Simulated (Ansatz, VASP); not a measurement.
# W in VASP and in Ansatz

```
W
1.0
     4.67165    0.00000    0.00000
    -2.33582    4.04577    0.00000
     0.00000    0.00000    2.58574
W
3
Direct
  0.00000 0.00000 0.00000
  0.33333 0.66667 0.50000
  0.66667 0.33333 0.50000
```

Alike in both runs: functional r2SCAN; k mesh 12 × 12 × 18; occupations gaussian, width 0.1 eV; no spin polarisation.

Ansatz relaxed the structure, and its values are those at the end. VASP's run is a single point on that final structure, the one shown.

|  | VASP | Ansatz |
| --- | --- | --- |
| version | VASP 6.6.1 | Ansatz 0.2.0 |
| potentials or method | VASP PAW PBE potentials, release 64 (W_sv), cutoff 520 eV | scalar-relativistic, plane waves, PAW |
| valence electrons in the cell | 42 | 42 |

Ansatz gave:

* gap on the k mesh at the Fermi level (eV): none
* pressure (GPa): 0.0

What did VASP give for the same quantities?

gap on the k mesh at the Fermi level (eV): none; pressure (GPa): 1.3.

VASP's potentials were made for PBE, not for r2SCAN. A gap of «none» marks a metal or a gap that the smearing closes. The functional is the same, so the differences come from potentials, cutoffs and numerics.

Spin-orbit coupling is off throughout.
